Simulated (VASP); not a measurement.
Set up this calculation in VASP 6.6.1, as the native input.

| Quantity | Value |
| --- | --- |
| Task | single point |
| Functional | PBEsol |
| Potentials or basis | VASP PAW PBE potentials, release 64 (Bi_d) |
| Cutoff | 520 eV |
| k mesh | 12 × 12 × 12 |
| Occupations | fermi-dirac, width 0.1 eV |
| Spin | no spin polarisation |
| Dipole correction | no |
| Further INCAR settings | ALGO = Normal; EDIFF = 1e-07; NBANDS = 14 |

The structure of Bi lies in POSCAR:

```
Bi
1.0
    0.0000000000      2.4393171259      2.4393171259
    2.4393171259      0.0000000000      2.4393171259
    2.4393171259      2.4393171259      0.0000000000
Bi
1
Direct
    0.0000000000      0.0000000000      0.0000000000
```

This isn't the form of Bi at room conditions, which is rhombohedral.

One way to write it, as run:

INCAR

```
  PREC = Accurate
  ENCUT = 520
  EDIFF = 1E-7
  ISMEAR = -1
  SIGMA = 0.1
  LREAL = False
  LASPH = True
  NELM = 80
  ALGO = Normal
  ISIF = 2
  LWAVE = False
  LCHARG = True
  GGA = PS
  LELF = True
  LVHAR = True
  NBANDS = 14
```

KPOINTS

```
Automatic mesh
0
Gamma
  12 12 12
```

Potentials or basis: VASP PAW PBE potentials, release 64 (Bi_d).

The run is started by

```bash
$ cat potpaw_PBE.64/Bi_d/POTCAR > POTCAR
$ mpirun -np 1 vasp_std > vasp.out
```

Results of the run:

```json
{
  "Pressure": "2.4 GPa",
  "Band gap on the k mesh": "zero (an odd number of electrons rules out a gap without spin polarisation)"
}
```

Caveat: the PAW data sets were made with another functional, which shifts forces and pressure a little; spin-orbit coupling is left out, which moves the levels of the heavy elements.

Run time: 39 s on 1 thread of Intel Xeon 8259CL (shared host), peak memory 0.17 GiB.
